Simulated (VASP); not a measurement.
# MoS2 in VASP: further runs, part 2 of 2

VASP 6.6.1. Earlier steps stand in the parts before.

## (3) Single point, r2SCAN

File POSCAR:

```
MoS2
1.0
    3.1682053700      0.0000000000      0.0000000000
   -1.5841026850      2.7437463300      0.0000000000
    0.0000000000      0.0000000000     17.5092548168
Mo S
1 2
Direct
    0.0000000000      0.0000000000      0.0000000000
    0.3333333333      0.6666666667      0.0894930000
    0.3333333333      0.6666666667      0.9105070000
```

File INCAR.step1:

```
PREC = Accurate ; ENCUT = 550
ISMEAR = -1 ; SIGMA = 0.3
LREAL = False ; LASPH = True
NELM = 120 ; NBANDS = 20
GGA = PE ; ALGO = Normal
EDIFF = 1E-5 ; LWAVE = True
LCHARG = False ; GGA_COMPAT = False
```

File INCAR.step2:

```
PREC = Accurate ; ENCUT = 550
EDIFF = 1E-6 ; ISMEAR = -1
SIGMA = 0.3 ; LREAL = False
LASPH = True ; NELM = 120
ALGO = Normal ; ISIF = 2
LWAVE = False ; LCHARG = False
METAGGA = R2SCAN ; LMIXTAU = True
NBANDS = 20 ; ISTART = 1
GGA_COMPAT = False
```

File KPOINTS:

```
regular mesh
0
Gamma
  12 12 2
```

Potentials or basis: VASP PAW PBE potentials, release 64 (Mo_sv, S).

The run is started by

```
cat potpaw_PBE.64/Mo_sv/POTCAR potpaw_PBE.64/S/POTCAR > POTCAR
cp INCAR.step1 INCAR
mpirun -np 1 vasp_std > vasp.out
cp INCAR.step2 INCAR
mpirun -np 1 vasp_std > vasp.out
```

OUTCAR:

```text
PREC = Accurate
   ENCUT = 550
   EDIFF = 1E-6
   ISMEAR = -1
   LREAL = False
   LASPH = True
   NELM = 120
   ISIF = 2
   METAGGA = R2SCAN
   ISTART = 1

 ion  position               nearest neighbor table
   1  0.000  0.000  0.000-   2 2.41   3 2.41   2 2.41   3 2.41   2 2.41   3 2.41
   2  0.333  0.667  0.089-   1 2.41   1 2.41   1 2.41
   3  0.333  0.667  0.911-   1 2.41   1 2.41   1 2.41

  LATTYP: Found a hexagonal cell.
 ALAT       =     3.1682053700
 C/A-ratio  =     5.5265529762

  Lattice vectors:

 A1 = (   3.1682053700,   0.0000000000,   0.0000000000)
 A2 = (  -1.5841026850,   2.7437463300,   0.0000000000)
 A3 = (   0.0000000000,   0.0000000000,  17.5092548168)

Analysis of symmetry for initial positions (statically):
=====================================================================
 Subroutine PRICEL returns:
 Original cell was already a primitive cell.

 Routine SETGRP: Setting up the symmetry group for a
 hexagonal supercell.

 Subroutine GETGRP returns: Found 12 space group operations
 (whereof 12 operations were pure point group operations)
 out of a pool of 24 trial point group operations.

The static configuration has the point symmetry D_3h.

Analysis of symmetry for dynamics (positions and initial velocities):
=====================================================================
 Subroutine PRICEL returns:
 Original cell was already a primitive cell.

 Routine SETGRP: Setting up the symmetry group for a
 hexagonal supercell.

 Subroutine GETGRP returns: Found 12 space group operations
 (whereof 12 operations were pure point group operations)
 out of a pool of 24 trial point group operations.

The dynamic configuration has the point symmetry D_3h.

 Subroutine INISYM returns: Found 12 space group operations
 (whereof 12 operations are pure point group operations),
 and found     1 'primitive' translations

----------------------------------------------------------------------------------------

                                     Primitive cell

  volume of cell :     152.2036

  direct lattice vectors                    reciprocal lattice vectors
     3.168205370  0.000000000  0.000000000     0.315636104  0.182232590  0.000000000
    -1.584102685  2.743746330  0.000000000     0.000000000  0.364465180  0.000000000
     0.000000000  0.000000000 17.509254817     0.000000000  0.000000000  0.057112653

  length of vectors
     3.168205370  3.168205366 17.509254817     0.364465180  0.364465180  0.057112653

  position of ions in fractional coordinates (direct lattice)
     0.000000000  0.000000000  0.000000000
     0.333333333  0.666666667  0.089493000
     0.333333333  0.666666667  0.910507000

  ion indices of the primitive-cell ions
   primitive index   ion index
                 1           1
                 2           2
                 3           3

----------------------------------------------------------------------------------------

 KPOINTS: regular mesh

Automatic generation of k-mesh.
 Grid dimensions read from file:
 generate k-points for:   12   12    2

 Generating k-lattice:

  Cartesian coordinates                     Fractional coordinates (reciprocal lattice)
     0.026303009  0.015186049  0.000000000     0.083333333  0.000000000  0.000000000
     0.000000000  0.030372098  0.000000000     0.000000000  0.083333333  0.000000000
     0.000000000  0.000000000  0.028556327     0.000000000  0.000000000  0.500000000

  Length of vectors
     0.030372098  0.030372098  0.028556327

  Shift w.r.t. Gamma in fractional coordinates (k-lattice)
     0.000000000  0.000000000  0.000000000

 Subroutine IBZKPT returns following result:
 ===========================================

 Found     38 irreducible k-points:

 Following reciprocal coordinates:
            Coordinates               Weight
  0.000000  0.000000  0.000000      1.000000
  0.083333 -0.000000  0.000000      6.000000
  0.166667 -0.000000  0.000000      6.000000
  0.250000 -0.000000  0.000000      6.000000
  0.333333  0.000000  0.000000      6.000000
  0.416667 -0.000000  0.000000      6.000000
[... 16 lines left out ...]
  0.250000 -0.000000  0.500000      6.000000
  0.333333  0.000000  0.500000      6.000000
 [... further k-points ...]
   k-points           NKPTS =     38   k-points in BZ     NKDIM =     38   number of bands    NBANDS=     20
   number of dos      NEDOS =    301   number of ions     NIONS =      3
   total plane-waves  NPLWV =  80640
   dimension x,y,z NGX =    24 NGY =   24 NGZ =  140
   dimension x,y,z NGXF=    48 NGYF=   48 NGZF=  280
   ions per type =               1   2
   NGX,Y,Z   is equivalent  to a cutoff of  12.59, 12.59, 13.29 a.u.
   NGXF,Y,Z  is equivalent  to a cutoff of  25.19, 25.19, 26.59 a.u.
 SYSTEM =  unknown system
   PREC   = accura    normal or accurate (medium, high low for compatibility)
   ISTART =      1    job   : 0-new  1-cont  2-samecut
   ICHARG =      0    charge: 1-file 2-atom 10-const
   ISPIN  =      1    spin polarized calculation?
   LNONCOLLINEAR =      F non collinear calculations
   LSORBIT =      F    spin-orbit coupling
   LASPH  =      T    aspherical Exc in radial PAW
   ENCUT  =  550.0 eV  40.42 Ry    6.36 a.u.   6.06  6.06 33.48*2*pi/ulx,y,z
   NELM   =    120;   NELMIN=  2; NELMDL=  0     # of ELM steps
   EDIFF  = 0.1E-05   stopping-criterion for ELM
   LREAL  =      F    real-space projection
   EDIFFG = 0.1E-04   stopping-criterion for IOM
   NSW    =      0    number of steps for IOM
   IBRION =     -1    ionic relax: 0-MD 1-quasi-New 2-CG
   NFREE  =      0    steps in history (QN), initial steepest desc. (CG)
   ISIF   =      2    stress and relaxation
   ISYM   =      2    0-nonsym 1-usesym 2-fastsym
   POTIM  = 0.5000    time-step for ionic-motion
   TEBEG  =    0.0;   TEEND  =   0.0 temperature during run
   PSTRESS=    0.0 pullay stress
   NELECT =      26.0000    total number of electrons
   NUPDOWN=      -1.0000    fix difference up-down
   EMIN   =  10.00;   EMAX   =-10.00  energy-range for DOS
   EFERMI =   0.00;   METHOD = LEGACY
   ISMEAR =    -1;   SIGMA  =   0.30  broadening in eV -4-tet -1-fermi 0-gaus
   EFERMI_NEDOS =   21; number of points for ismear=-14 and -15
   IALGO  =     38    algorithm
   IMIX   =      4    mixing-type and parameters
     AMIX     =   0.40;   BMIX     =  1.00
     AMIX_MAG =   1.60;   BMIX_MAG =  1.00
  volume/ion in A,a.u.               =      50.73       342.37
  Fermi-wavevector in a.u.,A,eV,Ry     =   0.908359  1.716550 11.226391  0.825116
  Thomas-Fermi vector in A             =   2.032276
   LORBIT       =      0    0 simple, 1 ext, 2 COOP (PROOUT), +10 PAW based schemes
   METAGGA = R2SCAN    functional components
   LHFCALC =     F    Hartree Fock is set to
   AEXX    =    0.0000 exact exchange contribution
   IVDW    =     0    specifies the selected vdW correction
   LEPSILON=     F    determine dielectric tensor
   LRPA    =     F    only Hartree local field effects (RPA)
 non-spin polarized calculation
  energy-cutoff  :      550.00
  volume of cell :      152.20
 maximum number of plane-waves:      4518
   NGX = 13   NGY = 13   NGZ = 67

 number of electron      26.0000000 magnetization

 Free energy of the ion-electron system (eV)
  ---------------------------------------------------
  ext. energy  EPLUGINS =         0.00000000
  ---------------------------------------------------
  free energy    TOTEN  =       -45.01071017 eV

  energy without entropy =      -44.93173983  energy(sigma->0) =      -44.97122500

 E-fermi :  -0.7233     XC(G=0):  -4.4276

 val. band max:       -1.6153542466   @ k =   0.3333   0.3333   0.5000
 cond. band min:       0.2306951454   @ k =   0.3333   0.3333   0.0000
 fundamental gap:      1.8460493920
 Fermi energy:        -0.7233131162

 k-point     1 :       0.0000    0.0000    0.0000
  band No.  band energies     occupation
      1     -64.4017      2.00000
      2     -37.8226      2.00000
      3     -37.5921      2.00000
      4     -37.5921      2.00000
      5     -16.4016      2.00000
      6     -15.0411      2.00000
[... 12 lines left out ...]
     19       4.7352      0.00000
     20       5.1931      0.00000
[... 507 lines left out ...]
 k-point    24 :       0.3333    0.0000    0.5000
  band No.  band energies     occupation
      1     -64.3687      2.00000
      2     -37.9058      2.00000
      3     -37.7580      2.00000
      4     -37.6642      2.00000
      5     -15.0141      2.00000
      6     -14.4867      2.00000
[... 12 lines left out ...]
     19       6.4431      0.00000
     20       6.8355      0.00000

 [... further k-points ...]

------------------------ aborting loop because EDIFF is reached ----------------------------------------

  FORCE on cell =-STRESS in cart. coord.  units (eV):
  Direction    XX          YY          ZZ          XY          YZ          ZX
  --------------------------------------------------------------------------------------
  -------------------------------------------------------------------------------------
  Total        0.4052187      0.4052187     -0.5543118      0.0000000     -0.0000000      0.0000000
  in kB        4.2655513      4.2655513     -5.8349856      0.0000000     -0.0000000      0.0000000
  external PRESSURE =       0.8987057 kB  Pullay stress =       0.0000000 kB

 VOLUME and BASIS-vectors are now :
 -----------------------------------------------------------------------------
  energy-cutoff  :      550.00
  volume of cell :      152.20
      direct lattice vectors                 reciprocal lattice vectors
     3.168205370  0.000000000  0.000000000     0.315636104  0.182232590  0.000000000
    -1.584102685  2.743746330  0.000000000     0.000000000  0.364465180  0.000000000
     0.000000000  0.000000000 17.509254817     0.000000000  0.000000000  0.057112653

 POSITION                                       TOTAL-FORCE (eV/Angst)
 -----------------------------------------------------------------------------------
      0.00000      0.00000      0.00000        -0.000000     -0.000000      0.000000
     -0.00000      1.82916      1.56696         0.000000      0.000000     -0.171397
     -0.00000      1.82916     15.94230        -0.000000     -0.000000      0.171397
 -----------------------------------------------------------------------------------
    total drift:                                0.000001     -0.000001     -0.000000

  FREE ENERGIE OF THE ION-ELECTRON SYSTEM (eV)
  ---------------------------------------------------
  free  energy   TOTEN  =       -45.0107101692 eV

  energy  without entropy=      -44.9317398325  energy(sigma->0) =      -44.97122500
```

Run time: 20 min. Hardware: 1 thread of Oxide Virtual Turin-like, shared host; peak memory 0.34 GiB.

What came out:

| Item | Value |
| --- | --- |
| Free energy | -45.0107 eV |
| Largest force | 0.171 eV/Å |
| Band gap on the k mesh | 1.85 eV |

Forces in eV/Å, atoms in the order of the input:
```
Mo   0.000  0.000  0.000
S    0.000  0.000 -0.171
S    0.000  0.000  0.171
```

Caveat: so wide a smearing shifts energies and pressures; there is no dipole correction, which matters where the two faces differ; the PAW data sets were made with another functional, which shifts forces and pressure a little.

## (4) Single point, r2SCAN

This run uses another cell than the first one, of the same volume but with other edges.

File POSCAR:

```
MoS2
1.0
    3.2000466300      0.0000000000      0.0000000000
   -1.6000233150      2.7713216700      0.0000000000
    0.0000000000      0.0000000000     17.1625454815
Mo S
1 2
Direct
    0.0000000000      0.0000000000      0.0000000000
    0.3333333333      0.6666666667      0.0894930000
    0.3333333333      0.6666666667      0.9105070000
```

File INCAR.step1:

```
SYSTEM = MoS2
PREC = Accurate
ENCUT = 550
ISMEAR = -1
SIGMA = 0.3
LREAL = .FALSE.
LASPH = .TRUE.
NELM = 120
NBANDS = 20
GGA = PE
ALGO = Normal
EDIFF = 1E-5
LWAVE = .TRUE.
LCHARG = .FALSE.
GGA_COMPAT = .FALSE.
```

File INCAR.step2:

```
SYSTEM = MoS2
PREC = Accurate
ENCUT = 550
EDIFF = 1E-6
ISMEAR = -1
SIGMA = 0.3
LREAL = .FALSE.
LASPH = .TRUE.
NELM = 120
ALGO = Normal
ISIF = 2
LWAVE = .FALSE.
LCHARG = .TRUE.
METAGGA = R2SCAN
LMIXTAU = .TRUE.
LELF = .TRUE.
LVHAR = .TRUE.
NBANDS = 20
ISTART = 1
GGA_COMPAT = .FALSE.
```

File KPOINTS:

```
regular mesh
0
G
  12 12 2
  0 0 0
```

The run is started by

```
cat potpaw_PBE.64/Mo_sv/POTCAR potpaw_PBE.64/S/POTCAR > POTCAR
cp INCAR.step1 INCAR
mpirun -np 1 vasp_std > vasp.out
cp INCAR.step2 INCAR
mpirun -np 1 vasp_std > vasp.out
```

Run time: 17 min. Hardware: 1 thread of Oxide Virtual Turin-like, shared host; peak memory 0.33 GiB.

The run converged. Its results:

```
Free energy            : -45.0124 eV
Largest force          : 0.223 eV/Å
Band gap on the k mesh : 1.49 eV (least direct gap 1.69 eV)
```

Forces in eV/Å, atoms in the order of the input:
```
Mo   0.000  0.000  0.000
S    0.000  0.000  0.223
S    0.000  0.000 -0.223
```

Levels at points of the mesh, in eV from the valence-band top:
```
           k point  band 11  band 12  band 13  band 14  band 15  band 16
(0.00, 0.00, 0.00)    -1.90    -1.90     0.00     2.75     2.75     3.06
(0.50, 0.00, 0.00)    -2.06    -1.35    -0.78     2.16     2.70     4.07
(0.00, 0.00, 0.50)    -1.90    -1.90     0.00     2.75     2.75     3.06
(0.50, 0.00, 0.50)    -2.06    -1.35    -0.78     2.16     2.70     4.07
```

Caveat: so wide a smearing shifts energies and pressures; there is no dipole correction, which matters where the two faces differ; the PAW data sets were made with another functional, which shifts forces and pressure a little.

## (5) Single point, r2SCAN

This run uses another cell than the first one, of the same volume but with other edges.

File POSCAR:

```
MoS2
1.0
    3.2159672600      0.0000000000      0.0000000000
   -1.6079836300      2.7851093400      0.0000000000
    0.0000000000      0.0000000000     16.9930398980
Mo S
1 2
Direct
    0.0000000000      0.0000000000      0.0000000000
    0.3333333333      0.6666666667      0.0894930000
    0.3333333333      0.6666666667      0.9105070000
```

File INCAR.step1:

```
ALGO = Normal
EDIFF = 1E-5
ENCUT = 550
GGA = PE
GGA_COMPAT = False
ISMEAR = -1
LASPH = True
LCHARG = False
LREAL = False
LWAVE = True
NBANDS = 20
NELM = 120
PREC = Accurate
SIGMA = 0.3
```

File INCAR.step2:

```
ALGO = Normal
EDIFF = 1E-6
ENCUT = 550
GGA_COMPAT = False
ISIF = 2
ISMEAR = -1
ISTART = 1
LASPH = True
LCHARG = False
LMIXTAU = True
LREAL = False
LWAVE = False
METAGGA = R2SCAN
NBANDS = 20
NELM = 120
PREC = Accurate
SIGMA = 0.3
```

File KPOINTS:

```
k-points
0
Gamma
  12 12 2
```

Potentials or basis: VASP PAW PBE potentials, release 64 (Mo_sv, S).

The run is started by

```
cat potpaw_PBE.64/Mo_sv/POTCAR potpaw_PBE.64/S/POTCAR > POTCAR
cp INCAR.step1 INCAR
mpirun -np 1 vasp_std > vasp.out
cp INCAR.step2 INCAR
mpirun -np 1 vasp_std > vasp.out
```

OUTCAR:

```text
EDIFF = 1E-6
   ENCUT = 550
   ISIF = 2
   ISMEAR = -1
   ISTART = 1
   LASPH = True
   LREAL = False
   METAGGA = R2SCAN
   NELM = 120
   PREC = Accurate

 ion  position               nearest neighbor table
   1  0.000  0.000  0.000-   2 2.40   3 2.40   2 2.40   3 2.40   2 2.40   3 2.40
   2  0.333  0.667  0.089-   1 2.40   1 2.40   1 2.40
   3  0.333  0.667  0.911-   1 2.40   1 2.40   1 2.40

  LATTYP: Found a hexagonal cell.
 ALAT       =     3.2159672600
 C/A-ratio  =     5.2839592335

  Lattice vectors:

 A1 = (   3.2159672600,   0.0000000000,   0.0000000000)
 A2 = (  -1.6079836300,   2.7851093400,   0.0000000000)
 A3 = (   0.0000000000,   0.0000000000,  16.9930398980)

Analysis of symmetry for initial positions (statically):
=====================================================================
 Subroutine PRICEL returns:
 Original cell was already a primitive cell.

 Routine SETGRP: Setting up the symmetry group for a
 hexagonal supercell.

[... 163 lines left out ...]
  ---------------------------------------------------
  free energy    TOTEN  =       -45.00064446 eV

  energy without entropy =      -44.90883423  energy(sigma->0) =      -44.95473935

 E-fermi :  -0.7617     XC(G=0):  -4.4580

 val. band max:       -1.4023970330   @ k =   0.0000   0.0000   0.5000
 cond. band min:      -0.0986887161   @ k =   0.3333   0.3333   0.5000
 fundamental gap:      1.3037083168
 Fermi energy:        -0.7616951767

 k-point     1 :       0.0000    0.0000    0.0000
  band No.  band energies     occupation
      1     -64.4669      2.00000
      2     -37.8669      2.00000
      3     -37.6991      2.00000
      4     -37.6991      2.00000
      5     -16.4229      2.00000
      6     -14.9220      2.00000
[... 541 lines left out ...]
     19       6.4316      0.00000
     20       6.8769      0.00000

 [... further k-points ...]

------------------------ aborting loop because EDIFF is reached ----------------------------------------

  FORCE on cell =-STRESS in cart. coord.  units (eV):
  Direction    XX          YY          ZZ          XY          YZ          ZX
  --------------------------------------------------------------------------------------
  -------------------------------------------------------------------------------------
  Total       -0.3416025     -0.3416025      1.2568582      0.0000000      0.0000000      0.0000000
  in kB       -3.5958926     -3.5958926     13.2303683      0.0000000      0.0000000      0.0000000
  external PRESSURE =       2.0128610 kB  Pullay stress =       0.0000000 kB

 VOLUME and BASIS-vectors are now :
 -----------------------------------------------------------------------------
  energy-cutoff  :      550.00
  volume of cell :      152.20
      direct lattice vectors                 reciprocal lattice vectors
     3.215967260  0.000000000  0.000000000     0.310948439  0.179526165  0.000000000
    -1.607983630  2.785109340  0.000000000     0.000000000  0.359052331  0.000000000
     0.000000000  0.000000000 16.993039898     0.000000000  0.000000000  0.058847623

 POSITION                                       TOTAL-FORCE (eV/Angst)
 -----------------------------------------------------------------------------------
      0.00000      0.00000      0.00000        -0.000000      0.000000      0.000000
     -0.00000      1.85674      1.52076         0.000000      0.000000      0.418881
     -0.00000      1.85674     15.47228         0.000000      0.000000     -0.418881
 -----------------------------------------------------------------------------------
    total drift:                                0.000001     -0.000000     -0.000000

  FREE ENERGIE OF THE ION-ELECTRON SYSTEM (eV)
  ---------------------------------------------------
  free  energy   TOTEN  =       -45.0006444611 eV

  energy  without entropy=      -44.9088342322  energy(sigma->0) =      -44.95473935
```

OUTCAR.step1:

```text
EDIFF = 1E-5
   ENCUT = 550
   GGA = PE
   ISMEAR = -1
   LASPH = True
   LREAL = False
[... 776 lines left out ...]
      0.00000      0.00000      0.00000        -0.000000      0.000000      0.000000
     -0.00000      1.85674      1.52076         0.000000     -0.000000      0.579140
     -0.00000      1.85674     15.47228         0.000000     -0.000000     -0.579140
 -----------------------------------------------------------------------------------
    total drift:                                0.000000     -0.000000     -0.000000

  FREE ENERGIE OF THE ION-ELECTRON SYSTEM (eV)
  ---------------------------------------------------
  free  energy   TOTEN  =       -21.8491157312 eV

  energy  without entropy=      -21.7367933522  energy(sigma->0) =      -21.79295454
```

It took 25 min on 1 thread of Oxide Virtual Turin-like, shared host; peak memory 0.39 GiB.

What came out:

* Free energy: -45.0006 eV
* Largest force: 0.419 eV/Å
* Band gap on the k mesh: 1.30 eV (least direct gap 1.62 eV)

Forces in eV/Å, atoms in the order of the input:
```
Mo   0.000  0.000  0.000
S    0.000  0.000  0.419
S    0.000  0.000 -0.419
```

Caveat: so wide a smearing shifts energies and pressures; there is no dipole correction, which matters where the two faces differ; the PAW data sets were made with another functional, which shifts forces and pressure a little.

## (6) Summary

| cell | gap on the mesh (eV) | largest force (eV/Å) |
| --- | --- | --- |
| a = 3.152, b = 3.152, c = 17.687 Å, angles 90.0, 90.0, 120.0°, 3 atoms | 1.93 | 0.37 |
| a = 3.168, b = 3.168, c = 17.509 Å, angles 90.0, 90.0, 120.0°, 3 atoms | 1.85 | 0.17 |
| a = 3.200, b = 3.200, c = 17.163 Å, angles 90.0, 90.0, 120.0°, 3 atoms | 1.49 | 0.22 |
| a = 3.216, b = 3.216, c = 16.993 Å, angles 90.0, 90.0, 120.0°, 3 atoms | 1.30 | 0.42 |

Alike in all rows: task single point; level r2SCAN; potentials or basis VASP PAW PBE potentials, release 64 (Mo_sv, S); no spin polarisation; k mesh 12 × 12 × 2; cutoff (eV) 550; smearing fermi-dirac 0.3 eV.

Caveats: so wide a smearing shifts energies and pressures; there is no dipole correction, which matters where the two faces differ; the PAW data sets were made with another functional, which shifts forces and pressure a little.

Absolute energies hang on the potentials; compare differences alone.
